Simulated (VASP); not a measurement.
# TiAl3 (P4/mmm) in VASP: a series of runs

The runs below take TiAl3 through single point, with PBEsol.

All numbers are computed with VASP 6.6.1; they aren't measurements. Logs are shortened: lines on timing, memory, paths and dates and some standing lists are left out, and cuts for length are marked.

### Step 1. The cell of the first run

It takes space group P4/mmm (No. 123, tetragonal). Conventional cell: a = 3.830 Å, b = 3.830 Å, c = 3.948 Å, α = 90.00°, β = 90.00°, γ = 90.00°. Within 3.6 Å of Ti (site symmetry 4/mmm) lie 12 Al at 2.71 to 2.75 Å. Within 3.6 Å of Al (site symmetry 4/mmm) lie 4 Ti at 2.71 Å and 8 Al at 2.75 Å. Within 3.6 Å of Al (site symmetry mmm) lie 8 Al at 2.71 to 2.75 Å and 4 Ti at 2.75 Å.

### Step 2. Single point, PBEsol (strain -0.030 along x and y, +0.000 along z)

File INCAR:

```
PREC = Accurate
ENCUT = 520
EDIFF = 1E-6
ISMEAR = 0
SIGMA = 0.15
LREAL = False
LASPH = True
NELM = 80
ALGO = Fast
ISIF = 2
LWAVE = False
LCHARG = False
GGA = PS
NBANDS = 18
```

File KPOINTS:

```
regular mesh
0
Gamma
  12 12 12
```

File POSCAR:

```
TiAl3
1.0
    3.8298944658      0.0000000000      0.0000000000
    0.0000000000      3.8298944658      0.0000000000
    0.0000000000      0.0000000000      3.9483448101
Ti Al
1 3
Direct
    0.0000000000      0.0000000000      0.0000000000
    0.5000000000      0.5000000000      0.0000000000
    0.5000000000      0.0000000000      0.5000000000
    0.0000000000      0.5000000000      0.5000000000
```

Potentials or basis: VASP PAW PBE potentials, release 64 (Ti_sv, Al).

The run is started by

```sh
$ cat potpaw_PBE.64/Ti_sv/POTCAR potpaw_PBE.64/Al/POTCAR > POTCAR
$ mpirun -np 1 vasp_std > vasp.out
```

OUTCAR:

```text
PREC = Accurate
   ENCUT = 520
   EDIFF = 1E-6
   ISMEAR = 0
   LREAL = False
   LASPH = True
   NELM = 80
   ISIF = 2
   GGA = PS

 ion  position               nearest neighbor table
   1  0.000  0.000  0.000-   2 2.71   2 2.71   2 2.71   2 2.71   4 2.75   3 2.75   4 2.75   4 2.75
                             4 2.75   3 2.75   3 2.75   3 2.75
   2  0.500  0.500  0.000-   1 2.71   1 2.71   1 2.71   1 2.71   4 2.75   3 2.75   3 2.75   3 2.75
                             4 2.75   4 2.75   4 2.75   3 2.75
   3  0.500  0.000  0.500-   4 2.71   4 2.71   4 2.71   4 2.71   2 2.75   2 2.75   2 2.75   2 2.75
                             1 2.75   1 2.75   1 2.75   1 2.75
   4  0.000  0.500  0.500-   3 2.71   3 2.71   3 2.71   3 2.71   2 2.75   1 2.75   2 2.75   1 2.75
                             2 2.75   1 2.75   2 2.75   1 2.75

  LATTYP: Found a simple tetragonal cell.
 ALAT       =     3.8298944658
 C/A-ratio  =     1.0309278351

  Lattice vectors:

 A1 = (   3.8298944658,   0.0000000000,   0.0000000000)
 A2 = (   0.0000000000,   3.8298944658,   0.0000000000)
 A3 = (   0.0000000000,   0.0000000000,   3.9483448101)

Analysis of symmetry for initial positions (statically):
=====================================================================
 Subroutine PRICEL returns:
 Original cell was already a primitive cell.

 Routine SETGRP: Setting up the symmetry group for a
 simple tetragonal supercell.

 Subroutine GETGRP returns: Found 16 space group operations
 (whereof 16 operations were pure point group operations)
 out of a pool of 16 trial point group operations.

The static configuration has the point symmetry D_4h.

Analysis of symmetry for dynamics (positions and initial velocities):
=====================================================================
 Subroutine PRICEL returns:
 Original cell was already a primitive cell.

 Routine SETGRP: Setting up the symmetry group for a
 simple tetragonal supercell.

 Subroutine GETGRP returns: Found 16 space group operations
 (whereof 16 operations were pure point group operations)
 out of a pool of 16 trial point group operations.

The dynamic configuration has the point symmetry D_4h.

 Subroutine INISYM returns: Found 16 space group operations
 (whereof 16 operations are pure point group operations),
 and found     1 'primitive' translations

----------------------------------------------------------------------------------------

                                     Primitive cell

  volume of cell :      57.9147

  direct lattice vectors                    reciprocal lattice vectors
     3.829894466  0.000000000  0.000000000     0.261103800  0.000000000  0.000000000
     0.000000000  3.829894466  0.000000000     0.000000000  0.261103800  0.000000000
     0.000000000  0.000000000  3.948344810     0.000000000  0.000000000  0.253270686

  length of vectors
     3.829894466  3.829894466  3.948344810     0.261103800  0.261103800  0.253270686

  position of ions in fractional coordinates (direct lattice)
     0.000000000  0.000000000  0.000000000
     0.500000000  0.500000000  0.000000000
     0.500000000  0.000000000  0.500000000
     0.000000000  0.500000000  0.500000000

  ion indices of the primitive-cell ions
   primitive index   ion index
                 1           1
                 2           2
                 3           3
                 4           4

----------------------------------------------------------------------------------------

 KPOINTS: regular mesh

Automatic generation of k-mesh.
 Grid dimensions read from file:
 generate k-points for:   12   12   12

 Generating k-lattice:

  Cartesian coordinates                     Fractional coordinates (reciprocal lattice)
     0.021758650  0.000000000  0.000000000     0.083333333  0.000000000  0.000000000
     0.000000000  0.021758650  0.000000000     0.000000000  0.083333333  0.000000000
     0.000000000  0.000000000  0.021105891     0.000000000  0.000000000  0.083333333

  Length of vectors
     0.021758650  0.021758650  0.021105891

  Shift w.r.t. Gamma in fractional coordinates (k-lattice)
     0.000000000  0.000000000  0.000000000

 Subroutine IBZKPT returns following result:
 ===========================================

 Found    196 irreducible k-points:

 Following reciprocal coordinates:
            Coordinates               Weight
  0.000000  0.000000  0.000000      1.000000
  0.083333  0.000000  0.000000      4.000000
  0.166667  0.000000  0.000000      4.000000
  0.250000  0.000000  0.000000      4.000000
  0.333333  0.000000  0.000000      4.000000
  0.416667  0.000000  0.000000      4.000000
[... 16 lines left out ...]
  0.333333  0.333333  0.000000      4.000000
  0.416667  0.333333  0.000000      8.000000
 [... further k-points ...]
   k-points           NKPTS =    196   k-points in BZ     NKDIM =    196   number of bands    NBANDS=     18
   number of dos      NEDOS =    301   number of ions     NIONS =      4
   total plane-waves  NPLWV =  23520
   dimension x,y,z NGX =    28 NGY =   28 NGZ =   30
   dimension x,y,z NGXF=    56 NGYF=   56 NGZF=   60
   ions per type =               1   3
   NGX,Y,Z   is equivalent  to a cutoff of  12.15, 12.15, 12.63 a.u.
   NGXF,Y,Z  is equivalent  to a cutoff of  24.31, 24.31, 25.26 a.u.
 SYSTEM =  unknown system
   PREC   = accura    normal or accurate (medium, high low for compatibility)
   ISTART =      0    job   : 0-new  1-cont  2-samecut
   ICHARG =      2    charge: 1-file 2-atom 10-const
   ISPIN  =      1    spin polarized calculation?
   LNONCOLLINEAR =      F non collinear calculations
   LSORBIT =      F    spin-orbit coupling
   LASPH  =      T    aspherical Exc in radial PAW
   ENCUT  =  520.0 eV  38.22 Ry    6.18 a.u.   7.12  7.12  7.34*2*pi/ulx,y,z
   NELM   =     80;   NELMIN=  2; NELMDL= -5     # of ELM steps
   EDIFF  = 0.1E-05   stopping-criterion for ELM
   LREAL  =      F    real-space projection
   EDIFFG = 0.1E-04   stopping-criterion for IOM
   NSW    =      0    number of steps for IOM
   IBRION =     -1    ionic relax: 0-MD 1-quasi-New 2-CG
   NFREE  =      0    steps in history (QN), initial steepest desc. (CG)
   ISIF   =      2    stress and relaxation
   ISYM   =      2    0-nonsym 1-usesym 2-fastsym
   POTIM  = 0.5000    time-step for ionic-motion
   TEBEG  =    0.0;   TEEND  =   0.0 temperature during run
   PSTRESS=    0.0 pullay stress
   NELECT =      21.0000    total number of electrons
   NUPDOWN=      -1.0000    fix difference up-down
   EMIN   =  10.00;   EMAX   =-10.00  energy-range for DOS
   EFERMI =   0.00;   METHOD = LEGACY
   ISMEAR =     0;   SIGMA  =   0.15  broadening in eV -4-tet -1-fermi 0-gaus
   EFERMI_NEDOS =   21; number of points for ismear=-14 and -15
   IALGO  =     68    algorithm
   IMIX   =      4    mixing-type and parameters
     AMIX     =   0.40;   BMIX     =  1.00
     AMIX_MAG =   1.60;   BMIX_MAG =  1.00
  volume/ion in A,a.u.               =      14.48        97.71
  Fermi-wavevector in a.u.,A,eV,Ry     =   1.167396  2.206059 18.542216  1.362814
  Thomas-Fermi vector in A             =   2.303897
   LORBIT       =      0    0 simple, 1 ext, 2 COOP (PROOUT), +10 PAW based schemes
   GGA     = PS    functional components
   LHFCALC =     F    Hartree Fock is set to
   AEXX    =    0.0000 exact exchange contribution
   IVDW    =     0    specifies the selected vdW correction
   LEPSILON=     F    determine dielectric tensor
   LRPA    =     F    only Hartree local field effects (RPA)
 non-spin polarized calculation
 RMM-DIIS sequential band-by-band and
 Gauss-broadening in eV      SIGMA  =   0.15
  energy-cutoff  :      520.00
  volume of cell :       57.91
 maximum number of plane-waves:      1576
   NGX = 15   NGY = 15   NGZ = 15

 number of electron      21.0000002 magnetization

 Free energy of the ion-electron system (eV)
  ---------------------------------------------------
  ext. energy  EPLUGINS =         0.00000000
  ---------------------------------------------------
  free energy    TOTEN  =       -22.02847575 eV

  energy without entropy =      -22.00245771  energy(sigma->0) =      -22.01546673

 E-fermi :   9.7857     XC(G=0): -11.1879

 val. band max:        9.7846954379   @ k =   0.1667   0.1667   0.0833
 cond. band min:       9.7905864144   @ k =   0.3333   0.2500   0.0833
 fundamental gap:      0.0058909766
 Fermi energy:         9.7856547459

 k-point     1 :       0.0000    0.0000    0.0000
  band No.  band energies     occupation
      1     -46.7806      2.00000
      2     -23.2239      2.00000
      3     -23.1989      2.00000
      4     -23.1989      2.00000
      5      -1.4354      2.00000
      6       6.3784      2.00000
[... 10 lines left out ...]
     17      15.7510      0.00000
     18      15.8649      0.00000

 k-point     2 :       0.0833    0.0000    0.0000
  band No.  band energies     occupation
      1     -46.7805      2.00000
      2     -23.2237      2.00000
      3     -23.2011      2.00000
      4     -23.1988      2.00000
      5      -1.3627      2.00000
      6       6.0654      2.00000
[... 10 lines left out ...]
     17      15.6598      0.00000
     18      15.8352      0.00000

 k-point     3 :       0.1667    0.0000    0.0000
  band No.  band energies     occupation
      1     -46.7802      2.00000
      2     -23.2233      2.00000
      3     -23.2068      2.00000
      4     -23.1984      2.00000
      5      -1.1461      2.00000
      6       5.1055      2.00000
[... 10 lines left out ...]
     17      15.2103      0.00000
     18      15.4659      0.00000

 k-point     4 :       0.2500    0.0000    0.0000
  band No.  band energies     occupation
      1     -46.7798      2.00000
      2     -23.2227      2.00000
      3     -23.2147      2.00000
      4     -23.1979      2.00000
      5      -0.7902      2.00000
      6       4.0455      2.00000
[... 375 lines left out ...]
      4     -23.2115      2.00000
      5       1.2408      2.00000
      6       2.1855      2.00000
[... 10 lines left out ...]
     17      14.8185      0.00000
     18      15.6024      0.00000

 k-point    23 :       0.3333    0.3333    0.0000
  band No.  band energies     occupation
      1     -46.7785      2.00000
      2     -23.2204      2.00000
      3     -23.2202      2.00000
      4     -23.2194      2.00000
      5       0.7418      2.00000
      6       3.8905      2.00000
[... 10 lines left out ...]
     17      14.2072      0.00000
     18      15.8217      0.00000

 k-point    24 :       0.4167    0.3333    0.0000
  band No.  band energies     occupation
      1     -46.7782      2.00000
      2     -23.2253      2.00000
      3     -23.2200      2.00000
      4     -23.2191      2.00000
      5       1.2646      2.00000
      6       3.1188      2.00000
[... 10 lines left out ...]
     17      14.1092      0.00000
     18      16.1261      0.00000

 [... further k-points ...]

------------------------ aborting loop because EDIFF is reached ----------------------------------------

  FORCE on cell =-STRESS in cart. coord.  units (eV):
  Direction    XX          YY          ZZ          XY          YZ          ZX
  --------------------------------------------------------------------------------------
  -------------------------------------------------------------------------------------
  Total        3.4123191      3.4123191      1.7801544      0.0000000      0.0000000      0.0000000
  in kB       94.3999007     94.3999007     49.2469757      0.0000000      0.0000000      0.0000000
  external PRESSURE =      79.3489257 kB  Pullay stress =       0.0000000 kB

 VOLUME and BASIS-vectors are now :
 -----------------------------------------------------------------------------
  energy-cutoff  :      520.00
  volume of cell :       57.91
      direct lattice vectors                 reciprocal lattice vectors
     3.829894466  0.000000000  0.000000000     0.261103800  0.000000000  0.000000000
     0.000000000  3.829894466  0.000000000     0.000000000  0.261103800  0.000000000
     0.000000000  0.000000000  3.948344810     0.000000000  0.000000000  0.253270686

 POSITION                                       TOTAL-FORCE (eV/Angst)
 -----------------------------------------------------------------------------------
      0.00000      0.00000      0.00000         0.000000      0.000000      0.000000
      1.91495      1.91495      0.00000         0.000000      0.000000      0.000000
      1.91495      0.00000      1.97417         0.000000      0.000000      0.000000
      0.00000      1.91495      1.97417         0.000000      0.000000      0.000000
 -----------------------------------------------------------------------------------
    total drift:                               -0.000000     -0.000000     -0.000000

  FREE ENERGIE OF THE ION-ELECTRON SYSTEM (eV)
  ---------------------------------------------------
  free  energy   TOTEN  =       -22.0284757495 eV

  energy  without entropy=      -22.0024577101  energy(sigma->0) =      -22.01546673
```

Wall time 2.5 min (1 thread of AMD EPYC 9R45 (Zen 5), shared host); peak memory 0.27 GiB.

Results:

```yaml
Free_energy: -22.0285 eV
Pressure: 7.9 GPa
Band_gap_on_the_k_mesh: zero (an odd number of electrons rules out a gap without spin polarisation)
```

Caveat: the cell differs from its parent crystal (strain -0.030 along x and y, +0.000 along z); the cell stands under pressure; the PAW data sets were made with another functional, which shifts forces and pressure a little.

[end of part 1 of 3]

The gap in the log of VASP goes by the Fermi energy; the results here count the filled bands.